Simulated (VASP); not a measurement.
A run of VASP 6.6.1 is set up as follows.

Contents of INCAR:

```
PREC = Accurate
ENCUT = 600
EDIFF = 1E-7
ISMEAR = 0
SIGMA = 0.1
LREAL = F
LASPH = T
NELM = 150
ALGO = Normal
ISIF = 3
LWAVE = F
LCHARG = F
ISPIN = 2
MAGMOM = 0 0 1 1 1 1
LORBIT = 11
GGA = PE
IBRION = 2
NSW = 90
EDIFFG = -0.04
```

Contents of KPOINTS:

```
Automatic mesh
0
Gamma
  6 6 4
```

POSCAR

```
CaAlO4
1.0
    3.5624075900      0.0000000000      0.0000000000
    0.0000000000      3.5624075900      0.0000000000
    0.0000000000      0.0000000000      5.3815294100
Ca Al O
1 1 4
Direct
    0.0000000000      0.0000000000      0.0000000000
    0.5000000000      0.5000000000      0.5000000000
    0.5000000000      0.0000000000      0.7163936500
    0.0000000000      0.5000000000      0.2836063500
    0.5000000000      0.0000000000      0.2836063500
    0.0000000000      0.5000000000      0.7163936500
```

Potentials or basis: VASP PAW PBE potentials, release 64 (Ca_sv, Al, O).

Command:

```console
$ cat potpaw_PBE.64/Ca_sv/POTCAR potpaw_PBE.64/Al/POTCAR potpaw_PBE.64/O/POTCAR > POTCAR
$ mpirun -np 1 vasp_std > vasp.out
```

Q: Predict the band gap on the k mesh.

A: Zero (filled and empty bands overlap).

Q: Predict the net moment.

A: 2.99 μB per cell.

The path:
```tsv
step	energy change (eV)	largest force (eV/Å)	pressure (GPa)	volume (Å³)
1	0.0000	0.5845	-3.11	68.30
2	-0.0668	0.2755	1.06	66.14
3	-0.0682	0.2122	1.84	65.78
4	-0.0818	0.0469	0.37	66.59
5	-0.0824	0.0111	0.02	66.79
6	-0.0868	0.0542	-0.19	66.90
7	-0.1147	0.2188	-0.79	67.20
8	-0.1750	0.0911	-1.59	67.77
9	-0.1134	0.2418	-3.91	68.69
10	-0.1657	0.2021	-2.30	68.30
11	-0.1842	0.0403	-1.89	67.99
12	-0.1853	0.0823	-1.65	67.88
13	-0.1853	0.0927	-1.58	67.85
14	-0.1870	0.0858	-1.33	67.70
15	-0.1903	0.0627	-0.54	67.26
16	-0.1891	0.0088	1.13	66.37
17	-0.1911	0.0428	0.10	66.91
18	-0.1912	0.0318	0.06	66.92
```
